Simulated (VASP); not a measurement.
# HfO2 (Fm-3m) in VASP: a series of runs

The runs below take HfO2 through single point, with PBE, LDA+U.

Everything below comes from runs of VASP 6.6.1. Logs are shortened: lines on timing, memory, paths and dates and some standing lists are left out, and cuts for length are marked.

## Step 1: The cell of the first run

The structure is cubic, space group Fm-3m (No. 225). Conventional cell: a = 4.902 Å, b = 4.902 Å, c = 4.902 Å, α = 90.00°, β = 90.00°, γ = 90.00°. Hf (site symmetry m-3m) has 8 O at 2.12 Å within 2.8 Å. Within 2.8 Å of O (site symmetry -43m) lie 4 Hf at 2.12 Å and 6 O at 2.45 Å.

## Step 2: Single point, PBE, non-collinear spin, zero start, spin-orbit coupling (volume scaled by 0.88)

Input file INCAR:

```
SYSTEM = HfO2
PREC = Accurate
ENCUT = 520
EDIFF = 1E-6
ISMEAR = 0
SIGMA = 0.01
LREAL = .FALSE.
LASPH = .TRUE.
NELM = 150
ALGO = Normal
ISIF = 2
LWAVE = .FALSE.
LCHARG = .FALSE.
MAGMOM = 0 0 0 0 0 0 0 0 0
LORBIT = 11
LSORBIT = .TRUE.
GGA_COMPAT = .FALSE.
LORBMOM = .TRUE.
LMAXMIX = 4
GGA = PE
NBANDS = 35
```

Input file KPOINTS:

```
regular mesh
0
G
  9 9 9
  0 0 0
```

Input file POSCAR:

```
HfO2
1.0
    0.0000000000      2.4508112569      2.4508112569
    2.4508112569      0.0000000000      2.4508112569
    2.4508112569      2.4508112569      0.0000000000
Hf O
1 2
Direct
    0.0000000000      0.0000000000      0.0000000000
    0.7500000000      0.7500000000      0.7500000000
    0.2500000000      0.2500000000      0.2500000000
```

Potentials or basis: VASP PAW PBE potentials, release 64 (Hf_pv, O).

Run with:

```bash
> cat potpaw_PBE.64/Hf_pv/POTCAR potpaw_PBE.64/O/POTCAR > POTCAR
> mpirun -np 1 vasp_ncl > vasp.out
```

OUTCAR:

```text
SYSTEM = HfO2
   PREC = Accurate
   ENCUT = 520
   EDIFF = 1E-6
   ISMEAR = 0
   LREAL = .FALSE.
   LASPH = .TRUE.
   NELM = 150
   ISIF = 2
   LORBIT = 11
   LSORBIT = .TRUE.
   GGA = PE

 ion  position               nearest neighbor table
   1  0.000  0.000  0.000-   2 2.12   2 2.12   2 2.12   2 2.12   3 2.12   3 2.12   3 2.12   3 2.12

   2  0.750  0.750  0.750-   1 2.12   1 2.12   1 2.12   1 2.12
   3  0.250  0.250  0.250-   1 2.12   1 2.12   1 2.12   1 2.12

  LATTYP: Found a face centered cubic cell.
 ALAT       =     4.9016225138

  Lattice vectors:

 A1 = (   0.0000000000,   2.4508112569,   2.4508112569)
 A2 = (   2.4508112569,   0.0000000000,   2.4508112569)
 A3 = (   2.4508112569,   2.4508112569,   0.0000000000)

Analysis of symmetry for initial positions (statically):
=====================================================================
 Subroutine PRICEL returns:
 Original cell was already a primitive cell.

 Routine SETGRP: Setting up the symmetry group for a
 face centered cubic supercell.

 Subroutine GETGRP returns: Found 48 space group operations
[... 9 lines left out ...]

 Routine SETGRP: Setting up the symmetry group for a
 face centered cubic supercell.

 Subroutine GETGRP returns: Found 48 space group operations
 (whereof 48 operations were pure point group operations)
 out of a pool of 48 trial point group operations.

The dynamic configuration has the point symmetry O_h .

Analysis of structural, dynamic, and magnetic symmetry:
=====================================================================
 Subroutine PRICEL returns:
 Original cell was already a primitive cell.

 Routine SETGRP: Setting up the symmetry group for a
 face centered cubic supercell.

 Subroutine GETGRP returns: Found 48 space group operations
 (whereof 48 operations were pure point group operations)
 out of a pool of 48 trial point group operations.

The overall configuration has the point symmetry O_h .

 Subroutine INISYM returns: Found 48 space group operations
[... 5 lines left out ...]
                                     Primitive cell

  volume of cell :      29.4415

  direct lattice vectors                    reciprocal lattice vectors
     0.000000000  2.450811257  2.450811257    -0.204014078  0.204014078  0.204014078
     2.450811257  0.000000000  2.450811257     0.204014078 -0.204014078  0.204014078
     2.450811257  2.450811257  0.000000000     0.204014078  0.204014078 -0.204014078

  length of vectors
     3.465970518  3.465970518  3.465970518     0.353362749  0.353362749  0.353362749

  position of ions in fractional coordinates (direct lattice)
     0.000000000  0.000000000  0.000000000
     0.750000000  0.750000000  0.750000000
     0.250000000  0.250000000  0.250000000

  ion indices of the primitive-cell ions
   primitive index   ion index
                 1           1
                 2           2
                 3           3

----------------------------------------------------------------------------------------

 KPOINTS: regular mesh

Automatic generation of k-mesh.
 Grid dimensions read from file:
 generate k-points for:    9    9    9

 Generating k-lattice:

  Cartesian coordinates                     Fractional coordinates (reciprocal lattice)
    -0.022668231  0.022668231  0.022668231     0.111111111  0.000000000  0.000000000
     0.022668231 -0.022668231  0.022668231     0.000000000  0.111111111  0.000000000
     0.022668231  0.022668231 -0.022668231     0.000000000  0.000000000  0.111111111

  Length of vectors
     0.039262528  0.039262528  0.039262528

  Shift w.r.t. Gamma in fractional coordinates (k-lattice)
     0.000000000  0.000000000  0.000000000

 Subroutine IBZKPT returns following result:
 ===========================================

 Found     35 irreducible k-points:

 Following reciprocal coordinates:
            Coordinates               Weight
  0.000000  0.000000  0.000000      1.000000
  0.111111  0.000000  0.000000      8.000000
  0.222222  0.000000  0.000000      8.000000
  0.333333  0.000000  0.000000      8.000000
  0.444444  0.000000  0.000000      8.000000
  0.111111  0.111111  0.000000      6.000000
[... 16 lines left out ...]
 -0.333333  0.333333  0.000000     12.000000
  0.444444  0.444444  0.000000      6.000000
 [... further k-points ...]
   k-points           NKPTS =     35   k-points in BZ     NKDIM =     35   number of bands    NBANDS=     35
   number of dos      NEDOS =    301   number of ions     NIONS =      3
   total plane-waves  NPLWV =  21952
   dimension x,y,z NGX =    28 NGY =   28 NGZ =   28
   dimension x,y,z NGXF=    56 NGYF=   56 NGZF=   56
   ions per type =               1   2
   NGX,Y,Z   is equivalent  to a cutoff of  13.43, 13.43, 13.43 a.u.
   NGXF,Y,Z  is equivalent  to a cutoff of  26.86, 26.86, 26.86 a.u.
 SYSTEM =  HfO2
[... 17 lines left out ...]
   POTIM  = 0.5000    time-step for ionic-motion
   TEBEG  =    0.0;   TEEND  =   0.0 temperature during run
   PSTRESS=    0.0 pullay stress
   NELECT =      22.0000    total number of electrons
   NUPDOWN=      -1.0000    fix difference up-down
   EMIN   =  10.00;   EMAX   =-10.00  energy-range for DOS
   EFERMI =   0.00;   METHOD = LEGACY
   ISMEAR =     0;   SIGMA  =   0.01  broadening in eV -4-tet -1-fermi 0-gaus
   EFERMI_NEDOS =   21; number of points for ismear=-14 and -15
   IALGO  =     38    algorithm
   IMIX   =      4    mixing-type and parameters
     AMIX     =   0.40;   BMIX     =  1.00
     AMIX_MAG =   1.60;   BMIX_MAG =  1.00
  volume/ion in A,a.u.               =       9.81        66.23
  Fermi-wavevector in a.u.,A,eV,Ry     =   1.485579  2.807338 30.027324  2.206946
  Thomas-Fermi vector in A             =   2.598973
   LORBIT       =     11    0 simple, 1 ext, 2 COOP (PROOUT), +10 PAW based schemes
   GGA     = PE    functional components
   LHFCALC =     F    Hartree Fock is set to
   AEXX    =    0.0000 exact exchange contribution
   IVDW    =     0    specifies the selected vdW correction
   LEPSILON=     F    determine dielectric tensor
   LRPA    =     F    only Hartree local field effects (RPA)
 Gauss-broadening in eV      SIGMA  =   0.01
  energy-cutoff  :      520.00
  volume of cell :       29.44
 maximum number of plane-waves:      1642
 NGX is ok and might be reduce to    28
   NGX = 13   NGY = 13   NGZ = 13

 number of electron      22.0000009 magnetization      -0.0000000      0.0000000     -0.0000000

 number of electron      22.0000009 magnetization       0.0000000     -0.0000000      0.0000000

 number of electron      22.0000009 magnetization      -0.0000000     -0.0000000     -0.0000000

 number of electron      22.0000009 magnetization       0.0000000      0.0000000      0.0000000

 Free energy of the ion-electron system (eV)
  ---------------------------------------------------
  ext. energy  EPLUGINS =         0.00000000
  ---------------------------------------------------
  free energy    TOTEN  =       -30.57005245 eV

  energy without entropy =      -30.57005245  energy(sigma->0) =      -30.57005245

 E-fermi :   5.2444     XC(G=0): -12.3937

 val. band max:        5.1211419887   @ k =  -0.4444   0.4444   0.0000
 cond. band min:       9.2689636199   @ k =   0.0000   0.0000   0.0000
 fundamental gap:      4.1478216312
 Fermi energy:         5.2443889901

 k-point     1 :       0.0000    0.0000    0.0000
  band No.  band energies     occupation
      1     -28.8472      1.00000
      2     -28.8472      1.00000
      3     -21.8501      1.00000
      4     -21.8501      1.00000
      5     -21.8501      1.00000
      6     -21.8501      1.00000
[... 877 lines left out ...]
     33      18.3163      0.00000
     34      18.3163      0.00000

 [... further k-points ...]

 [bands above 34 left out]

------------------------ aborting loop because EDIFF is reached ----------------------------------------

  FORCE on cell =-STRESS in cart. coord.  units (eV):
  Direction    XX          YY          ZZ          XY          YZ          ZX
  --------------------------------------------------------------------------------------
  -------------------------------------------------------------------------------------
  Total        5.9620612      5.9620612      5.9620612      0.0000000      0.0000000      0.0000000
  in kB      324.4497291    324.4497291    324.4497291      0.0000000      0.0000000      0.0000000
  external PRESSURE =     324.4497291 kB  Pullay stress =       0.0000000 kB

 VOLUME and BASIS-vectors are now :
 -----------------------------------------------------------------------------
  energy-cutoff  :      520.00
  volume of cell :       29.44
      direct lattice vectors                 reciprocal lattice vectors
     0.000000000  2.450811257  2.450811257    -0.204014078  0.204014078  0.204014078
     2.450811257  0.000000000  2.450811257     0.204014078 -0.204014078  0.204014078
     2.450811257  2.450811257  0.000000000     0.204014078  0.204014078 -0.204014078

 POSITION                                       TOTAL-FORCE (eV/Angst)
 -----------------------------------------------------------------------------------
      0.00000      0.00000      0.00000         0.000000      0.000000      0.000000
      3.67622      3.67622      3.67622         0.000000     -0.000000     -0.000000
      1.22541      1.22541      1.22541        -0.000000      0.000000      0.000000
 -----------------------------------------------------------------------------------
    total drift:                                0.000000      0.000000      0.000000

  FREE ENERGIE OF THE ION-ELECTRON SYSTEM (eV)
  ---------------------------------------------------
  free  energy   TOTEN  =       -30.5700524545 eV

  energy  without entropy=      -30.5700524545  energy(sigma->0) =      -30.57005245

 orbital moment (x)

 # of ion     p       d       tot
 ----------------------------------------
  1         0.000  -0.000  -0.000
  2        -0.000   0.000  -0.000
  3        -0.000   0.000  -0.000
 ----------------------------------------
           -0.000  -0.000  -0.000

 orbital moment (y)

 # of ion     p       d       tot
 ----------------------------------------
  1         0.000  -0.000  -0.000
  2         0.000   0.000   0.000
  3         0.000   0.000   0.000
 ----------------------------------------
            0.000  -0.000  -0.000

 orbital moment (z)

 # of ion     p       d       tot
 ----------------------------------------
  1         0.000   0.000   0.000
  2         0.000   0.000   0.000
  3        -0.000   0.000  -0.000
 ----------------------------------------
           -0.000   0.000  -0.000

 Spin-Orbit-Coupling matrix elements

 Ion:    1  E_soc:     -1.2280498
 l=   1
     0.0000000    -0.2011285    -0.2011285
    -0.2011285     0.0000000    -0.2011285
    -0.2011285    -0.2011285     0.0000000
 l=   2
     0.0000000    -0.0008614     0.0000000    -0.0008614    -0.0026850
    -0.0008614     0.0000000    -0.0020138    -0.0008614    -0.0006713
     0.0000000    -0.0020138     0.0000000    -0.0020138     0.0000000
    -0.0008614    -0.0008614    -0.0020138     0.0000000    -0.0006713
    -0.0026850    -0.0006713     0.0000000    -0.0006713     0.0000000
 l=   3
     0.0000000     0.0000000     0.0000000     0.0000000     0.0000000     0.0000000     0.0000000
     0.0000000     0.0000000     0.0000000     0.0000000     0.0000000     0.0000000     0.0000000
     0.0000000     0.0000000     0.0000000     0.0000000     0.0000000     0.0000000     0.0000000
     0.0000000     0.0000000     0.0000000     0.0000000     0.0000000     0.0000000     0.0000000
[... 29 lines left out ...]
 l=   2
     0.0000000     0.0000000     0.0000000     0.0000000     0.0000000
     0.0000000     0.0000000     0.0000000     0.0000000     0.0000000
     0.0000000     0.0000000     0.0000000     0.0000000     0.0000000
     0.0000000     0.0000000     0.0000000     0.0000000     0.0000000
     0.0000000     0.0000000     0.0000000     0.0000000     0.0000000
 l=   3
     0.0000000     0.0000000     0.0000000     0.0000000     0.0000000     0.0000000     0.0000000
     0.0000000     0.0000000     0.0000000     0.0000000     0.0000000     0.0000000     0.0000000
     0.0000000     0.0000000     0.0000000     0.0000000     0.0000000     0.0000000     0.0000000
     0.0000000     0.0000000     0.0000000     0.0000000     0.0000000     0.0000000     0.0000000
     0.0000000     0.0000000     0.0000000     0.0000000     0.0000000     0.0000000     0.0000000
     0.0000000     0.0000000     0.0000000     0.0000000     0.0000000     0.0000000     0.0000000
     0.0000000     0.0000000     0.0000000     0.0000000     0.0000000     0.0000000     0.0000000

 total charge

# of ion       s       p       d       tot
------------------------------------------
    1        0.323   6.760   1.549   8.632
    2        1.568   3.618   0.000   5.187
    3        1.568   3.618   0.000   5.187
--------------------------------------------------
tot          3.460  13.996   1.549  19.005

 magnetization (x)

# of ion       s       p       d       tot
------------------------------------------
    1        0.000   0.000  -0.000   0.000
    2        0.000  -0.000   0.000  -0.000
    3        0.000  -0.000   0.000  -0.000
--------------------------------------------------
tot          0.000  -0.000  -0.000  -0.000

 magnetization (y)

# of ion       s       p       d       tot
------------------------------------------
    1       -0.000   0.000   0.000  -0.000
    2        0.000   0.000   0.000   0.000
    3        0.000   0.000   0.000   0.000
--------------------------------------------------
tot          0.000   0.000   0.000   0.000

 magnetization (z)

# of ion       s       p       d       tot
------------------------------------------
    1        0.000   0.000  -0.000   0.000
    2        0.000   0.000   0.000   0.000
    3       -0.000  -0.000   0.000  -0.000
--------------------------------------------------
tot          0.000  -0.000  -0.000  -0.000
```

Run time: 2.2 min. Hardware: 1 thread of AMD EPYC 7R43 (Zen 3), shared host; peak memory 0.24 GiB.

Results:

```
Free energy                                           : -30.5701 eV
Pressure                                              : 32.4 GPa
Net moment                                            : 0.00 μB per cell
Valence electrons inside the program's atomic spheres : Hf 8.63; O 5.19
```

Moments on the atoms (μB; x, y, z):
```
Hf  0.00 0.00 0.00
O   0.00 0.00 0.00
O   0.00 0.00 0.00
```

Caveat: the cell differs from its parent crystal (volume scaled by 0.88).

## Step 3: Single point, LDA+U

This run uses another cell than the first one, of 11.15 Å³/atom, 1.136 times its volume.

Input file INCAR:

```
PREC = Accurate ; ENCUT = 600
EDIFF = 1E-6 ; ISMEAR = -1
SIGMA = 0.05 ; LREAL = False
LASPH = True ; NELM = 200
ALGO = Normal ; ISIF = 2
LWAVE = False ; LCHARG = True
LMAXMIX = 4 ; LDAU = True
LDAUTYPE = 2 ; LDAUL = 2 -1
LDAUU = 1 0 ; LDAUJ = 0 0
LDAUPRINT = 1 ; LELF = True
LVHAR = True ; NBANDS = 18
GGA_COMPAT = False
```

Input file KPOINTS:

```
Automatic mesh
0
Gamma
  9 9 9
```

Input file POSCAR:

```
HfO2
1.0
    0.0000000000      2.5575000000      2.5575000000
    2.5575000000      0.0000000000      2.5575000000
    2.5575000000      2.5575000000      0.0000000000
Hf O
1 2
Direct
    0.0000000000      0.0000000000      0.0000000000
    0.7500000000      0.7500000000      0.7500000000
    0.2500000000      0.2500000000      0.2500000000
```

Potentials or basis: VASP PAW LDA potentials, release 64 (Hf_pv, O).

Run with:

```bash
> cat potpaw_LDA.64/Hf_pv/POTCAR potpaw_LDA.64/O/POTCAR > POTCAR
> mpirun -np 1 vasp_std > vasp.out
```

OUTCAR:

```text
PREC = Accurate
   ENCUT = 600
   EDIFF = 1E-6
   ISMEAR = -1
   LREAL = False
   LASPH = True
   NELM = 200
   ISIF = 2

 ion  position               nearest neighbor table
   1  0.000  0.000  0.000-   2 2.21   2 2.21   2 2.21   2 2.21   3 2.21   3 2.21   3 2.21   3 2.21

   2  0.750  0.750  0.750-   1 2.21   1 2.21   1 2.21   1 2.21
   3  0.250  0.250  0.250-   1 2.21   1 2.21   1 2.21   1 2.21

  LATTYP: Found a face centered cubic cell.
 ALAT       =     5.1150000000

  Lattice vectors:

 A1 = (   0.0000000000,   2.5575000000,   2.5575000000)
 A2 = (   2.5575000000,   0.0000000000,   2.5575000000)
[... 725 lines left out ...]

 [... further k-points ...]
[... 5 lines left out ...]
  --------------------------------------------------------------------------------------
  -------------------------------------------------------------------------------------
  Total       -3.5443564     -3.5443564     -3.5443564      0.0000000      0.0000000      0.0000000
  in kB     -169.7348578   -169.7348578   -169.7348578      0.0000000      0.0000000      0.0000000
  external PRESSURE =    -169.7348578 kB  Pullay stress =       0.0000000 kB

 VOLUME and BASIS-vectors are now :
 -----------------------------------------------------------------------------
  energy-cutoff  :      600.00
  volume of cell :       33.46
      direct lattice vectors                 reciprocal lattice vectors
     0.000000000  2.557500000  2.557500000    -0.195503421  0.195503421  0.195503421
     2.557500000  0.000000000  2.557500000     0.195503421 -0.195503421  0.195503421
     2.557500000  2.557500000  0.000000000     0.195503421  0.195503421 -0.195503421

 POSITION                                       TOTAL-FORCE (eV/Angst)
 -----------------------------------------------------------------------------------
      0.00000      0.00000      0.00000        -0.000000      0.000000     -0.000000
      3.83625      3.83625      3.83625         0.000000      0.000000      0.000000
      1.27875      1.27875      1.27875        -0.000000     -0.000000     -0.000000
 -----------------------------------------------------------------------------------
    total drift:                                0.000000     -0.000000      0.000000

  FREE ENERGIE OF THE ION-ELECTRON SYSTEM (eV)
  ---------------------------------------------------
  free  energy   TOTEN  =       -32.3423098155 eV

  energy  without entropy=      -32.3423098155  energy(sigma->0) =      -32.34230982
```

stdout:

```text
POSCAR found type information on POSCAR HfO
 POSCAR found :  2 types and       3 ions
 scaLAPACK will be used
 LDA part: xc-table for (Slater(with rela. corr.)+CA(PZ))
 , standard interpolation
 POSCAR, INCAR and KPOINTS ok, starting setup
 FFT: planning ... GRIDC
 FFT: planning ... GRID_SOFT
 FFT: planning ... GRID
 WAVECAR not read
 entering main loop
```

Wall time 18 s (1 thread of Intel Xeon 6975P-C, shared host); peak memory 0.17 GiB.

What came out:

* Free energy: -32.3423 eV
* Pressure: -17.0 GPa
* Band gap on the k mesh: 3.75 eV, indirect (least direct gap 3.87 eV)

Eigenvalues of the final occupation matrices:
```csv
site,spin,trace,eigenvalues
site 1 d,1,0.68,0.06 0.06 0.18 0.18 0.18
site 1 d,2,0.68,0.06 0.06 0.18 0.18 0.18
```

Caveat: spin-orbit coupling is left out, which moves the levels of the heavy elements. A k mesh can miss the band edges.
